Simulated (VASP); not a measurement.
# CsH in VASP: further runs, part 2 of 2

VASP 6.6.1. The steps go on from the part before.

## (4) Electric field gradients, r2SCAN (xy shear strain of +3 %)

POSCAR reads:

```
CsH
1.0
    0.0478688163      3.1912544200      3.1912544200
    3.1912544200      0.0478688163      3.1912544200
    3.2391232363      3.2391232363      0.0000000000
Cs H
1 1
Direct
    0.0000000000      0.0000000000      0.0000000000
    0.5000000000      0.5000000000      0.5000000000
```

INCAR.step1 reads:

```
SYSTEM = CsH
ALGO = Normal
EDIFF = 1E-4
ENCUT = 520
GGA = PE
ISMEAR = -1
LASPH = .True.
LCHARG = .False.
LREAL = .False.
LWAVE = .True.
NBANDS = 12
NELM = 80
PREC = Accurate
SIGMA = 0.02
```

INCAR.step2 reads:

```
SYSTEM = CsH
ALGO = Normal
EDIFF = 1E-8
ENCUT = 520
ISIF = 2
ISMEAR = -1
ISTART = 1
LASPH = .True.
LCHARG = .False.
LEFG = .True.
LMIXTAU = .True.
LREAL = .False.
LWAVE = .False.
METAGGA = R2SCAN
NBANDS = 12
NELM = 80
PREC = Accurate
SIGMA = 0.02
```

KPOINTS reads:

```
k-points
0
Gamma
  7 7 7
  0 0 0
```

Potentials or basis: VASP PAW PBE potentials, release 64 (Cs_sv, H).

The run is started by

```sh
> cat potpaw_PBE.64/Cs_sv/POTCAR potpaw_PBE.64/H/POTCAR > POTCAR
> cp INCAR.step1 INCAR
> mpirun -np 1 vasp_std > vasp.out
> cp INCAR.step2 INCAR
> mpirun -np 1 vasp_std > vasp.out
```

OUTCAR:

```text
SYSTEM = CsH
   EDIFF = 1E-8
   ENCUT = 520
   ISIF = 2
   ISMEAR = -1
   ISTART = 1
   LASPH = .True.
   LREAL = .False.
   METAGGA = R2SCAN
   NELM = 80
   PREC = Accurate

 ion  position               nearest neighbor table
   1  0.000  0.000  0.000-
   2  0.500  0.500  0.500-

  LATTYP: Found a body centered orthorhombic cell.
 ALAT       =     4.4454185525
 B/A-ratio  =     1.0304568528
 C/A-ratio  =     1.4357498095

  Lattice vectors:

 A1 = (   3.1912544200,   0.0478688163,  -3.1912544200)
 A2 = (  -3.1912544200,  -0.0478688163,  -3.1912544200)
 A3 = (   0.0478688163,   3.1912544200,   3.1912544200)

Analysis of symmetry for initial positions (statically):
=====================================================================
 Subroutine PRICEL returns:
 Original cell was already a primitive cell.

 Routine SETGRP: Setting up the symmetry group for a
 body centered orthorhombic supercell.

 Subroutine GETGRP returns: Found  8 space group operations
 (whereof  8 operations were pure point group operations)
 out of a pool of  8 trial point group operations.

The static configuration has the point symmetry D_2h.

Analysis of symmetry for dynamics (positions and initial velocities):
=====================================================================
 Subroutine PRICEL returns:
 Original cell was already a primitive cell.

 Routine SETGRP: Setting up the symmetry group for a
 body centered orthorhombic supercell.

 Subroutine GETGRP returns: Found  8 space group operations
 (whereof  8 operations were pure point group operations)
 out of a pool of  8 trial point group operations.

[... 165 lines left out ...]
      9       6.2210      0.00000
     10       7.4726      0.00000
     11       7.4732      0.00000
     12       9.1020      0.00000
[... 331 lines left out ...]
 k-point    24 :       0.2857    0.2857    0.1429
  band No.  band energies     occupation
      1     -22.1538      2.00000
      2      -8.7240      2.00000
      3      -8.3814      2.00000
      4      -8.3759      2.00000
      5      -0.9933      2.00000
      6       4.0412      0.00000
      7       4.7944      0.00000
      8       6.0732      0.00000
      9       6.5484      0.00000
     10       7.1188      0.00000
     11       7.9670      0.00000
     12      11.3828      0.00000

 [... further k-points ...]
[... 5 lines left out ...]
  --------------------------------------------------------------------------------------
  -------------------------------------------------------------------------------------
  Total        0.0031949      0.0031949      0.0009443     -0.0566169      0.0000000      0.0000000
  in kB        0.0787690      0.0787690      0.0232810     -1.3958555      0.0000000      0.0000000
  external PRESSURE =       0.0602730 kB  Pullay stress =       0.0000000 kB

 VOLUME and BASIS-vectors are now :
 -----------------------------------------------------------------------------
  energy-cutoff  :      520.00
  volume of cell :       64.99
      direct lattice vectors                 reciprocal lattice vectors
     0.047868816  3.191254420  3.191254420    -0.159064163  0.159064163  0.156678201
     3.191254420  0.047868816  3.191254420     0.159064163 -0.159064163  0.156678201
     3.239123236  3.239123236  0.000000000     0.154362759  0.154362759 -0.156678201

 POSITION                                       TOTAL-FORCE (eV/Angst)
 -----------------------------------------------------------------------------------
      0.00000      0.00000      0.00000         0.000000     -0.000000     -0.000000
      3.23912      3.23912      3.19125        -0.000000      0.000000      0.000000
 -----------------------------------------------------------------------------------
    total drift:                               -0.000000      0.000000      0.000000

  FREE ENERGIE OF THE ION-ELECTRON SYSTEM (eV)
  ---------------------------------------------------
  free  energy   TOTEN  =       -28.9880140559 eV

  energy  without entropy=      -28.9880140559  energy(sigma->0) =      -28.98801406

 Electric field gradients (V/A^2)
---------------------------------------------------------------------
 ion       V_xx      V_yy      V_zz      V_xy      V_xz      V_yz
---------------------------------------------------------------------
   1       0.092     0.092    -0.185   -10.571     0.000     0.000
   2      -0.001    -0.001     0.001     0.036     0.001     0.001
---------------------------------------------------------------------

 Electric field gradients after diagonalization (V/A^2)
 (convention: |V_zz| > |V_xx| > |V_yy|)
----------------------------------------------------------------------
 ion       V_xx      V_yy      V_zz     asymmetry (V_yy - V_xx)/ V_zz
----------------------------------------------------------------------
   1     -10.478    -0.185    10.663       0.965
   2       0.035     0.001    -0.037       0.924
----------------------------------------------------------------------

           NMR quadrupolar parameters

 Cq : quadrupolar parameter    Cq=e*Q*V_zz/h
 eta: asymmetry parameters     (V_yy - V_xx)/ V_zz
 Q  : nuclear electric quadrupole moment in mb (millibarn)
----------------------------------------------------------------------
 ion       Cq(MHz)       eta       Q (mb)
----------------------------------------------------------------------
   1       0.026       0.965       1.000
   2      -0.000       0.924       1.000
----------------------------------------------------------------------
```

Run time: 3.5 min. Hardware: 1 thread of AMD EPYC 7R13 (Zen 3), shared host; peak memory 0.21 GiB.

Results:

```yaml
Free_energy: -28.9880 eV
Pressure: 0.0 GPa
Band_gap_on_the_k_mesh: 2.89 eV (least direct gap 2.90 eV)
Largest_electric_field_gradient_by_atom: Cs +10.7; H -0.0 V/Å²
```

Stress tensor (GPa, compression positive):
```
 0.01 -0.14  0.00
-0.14  0.01  0.00
 0.00  0.00  0.00
```

Electric field gradients, principal values (V/Å²):
```tsv
atom	least	middle	greatest (by size)
1 Cs	-0.185	-10.478	10.663
2 H	0.001	0.035	-0.037
```

Caveat: the cell differs from its parent crystal (xy shear strain of +3 %); without QUAD_EFG the Cq values of the log hold for a quadrupole moment of 1 mb, not for the nuclei; the PAW data sets were made with another functional, which shifts forces and pressure a little; spin-orbit coupling is left out, which moves the levels of the heavy elements; an odd mesh through Γ misses points on the zone boundary, where band edges can lie.
